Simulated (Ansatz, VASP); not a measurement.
## One calculation of Te2Mo, two programs

The input POSCAR:

```
Te2Mo
1.0
    3.5633803803      0.0000000000      0.0000000000
   -1.7816901901      3.0859779327      0.0000000000
    0.0000000000      0.0000000000     14.7278086149
Te Mo
4 2
Direct
    0.3333333333      0.6666666667      0.6284871774
    0.6666666667      0.3333333333      0.1284871774
    0.3333333333      0.6666666667      0.8715128226
    0.6666666667      0.3333333333      0.3715128226
    0.3333333333      0.6666666667      0.2500000000
    0.6666666667      0.3333333333      0.7500000000
```

The input INCAR.step1:

```
PREC     = Accurate       # precision mode
ENCUT    = 600            # plane-wave cutoff, eV
ISMEAR   = 0              # smearing method
SIGMA    = 0.02           # smearing width, eV
LREAL    = False          # projectors in reciprocal space
LASPH    = True           # aspherical terms in the spheres
NELM     = 100            # most SCF steps
GGA      = PE             # functional
ALGO     = Normal         # electronic algorithm
EDIFF    = 1E-4           # SCF threshold, eV
LWAVE    = True           # write WAVECAR
LCHARG   = False          # write CHGCAR
```

The input INCAR.step2:

```
PREC     = Accurate       # precision mode
ENCUT    = 600            # plane-wave cutoff, eV
EDIFF    = 1E-7           # SCF threshold, eV
ISMEAR   = 0              # smearing method
SIGMA    = 0.02           # smearing width, eV
LREAL    = False          # projectors in reciprocal space
LASPH    = True           # aspherical terms in the spheres
NELM     = 100            # most SCF steps
ALGO     = Normal         # electronic algorithm
ISIF     = 3              # what is computed and relaxed
LWAVE    = False          # write WAVECAR
LCHARG   = False          # write CHGCAR
METAGGA  = R2SCAN         # meta-GGA
LMIXTAU  = True         
IBRION   = 2              # ionic algorithm
NSW      = 100            # ionic steps
EDIFFG   = -0.002         # ionic threshold
ISTART   = 1
```

Contents of KPOINTS:

```
Automatic mesh
0
Gamma
  9 9 2
```

Input for Ansatz:

```yaml
crystal:
  lattice:
    - [3.5633803803, 0.0, 0.0]
    - [-1.7816901901, 3.0859779327, 0.0]
    - [0.0, 0.0, 14.7278086149]
  atoms:
    - { symbol: Te, position: [0.3333333333, 0.6666666667, 0.6284871774] }
    - { symbol: Te, position: [0.6666666667, 0.3333333333, 0.1284871774] }
    - { symbol: Te, position: [0.3333333333, 0.6666666667, 0.8715128226] }
    - { symbol: Te, position: [0.6666666667, 0.3333333333, 0.3715128226] }
    - { symbol: Mo, position: [0.3333333333, 0.6666666667, 0.25] }
    - { symbol: Mo, position: [0.6666666667, 0.3333333333, 0.75] }
basis:
  ecutwfc: 500
kpoints:
  mp_grid: { grid: [9, 9, 2] }
hamiltonian:
  xc: r2scan
scf:
  occupations: { method: gaussian, width: 0.02 }
output:
  forces: true
  stress: true
  eigenvalues: true
  write_density: true
  write_potential: true
  elf: true
  volumetric_format: npy
relax:
  adjacent_minimum: "off"
  f_tol: 0.002
  max_steps: 80
  cell: { stress_tol: 0.02 }
```

Alike in both runs: task relaxation of cell and atoms; functional r2SCAN; k mesh 9 × 9 × 2; occupations gaussian, width 0.02 eV; no spin polarisation.

```csv
,VASP,Ansatz
version,VASP 6.6.1,Ansatz 0.2.0
potentials or method,"VASP PAW PBE potentials, release 64 (Te, Mo_sv), cutoff 600 eV","scalar-relativistic, plane waves, PAW"
valence electrons in the cell,52,92
```

Ansatz gave:

| Quantity | Value |
| --- | --- |
| gap on the k mesh at the Fermi level, each at its own relaxed structure (eV) | 1.06 |
| relaxed volume (Å³/atom) | 26.99 |
| relaxed length of the cell vector where the two differ most in proportion (Å) | 14.728 |

Question: Which values does VASP return?

Answer: gap on the k mesh at the Fermi level, each at its own relaxed structure (eV): 1.06; relaxed volume (Å³/atom): 27.01; relaxed length of the cell vector where the two differ most in proportion (Å): 14.736.

VASP's potentials were made for PBE, not for r2SCAN. VASP's potentials hold 52 valence electrons a cell and Ansatz's 92, so a difference there can come from the potentials and not from the codes.

Spin-orbit coupling is off throughout.
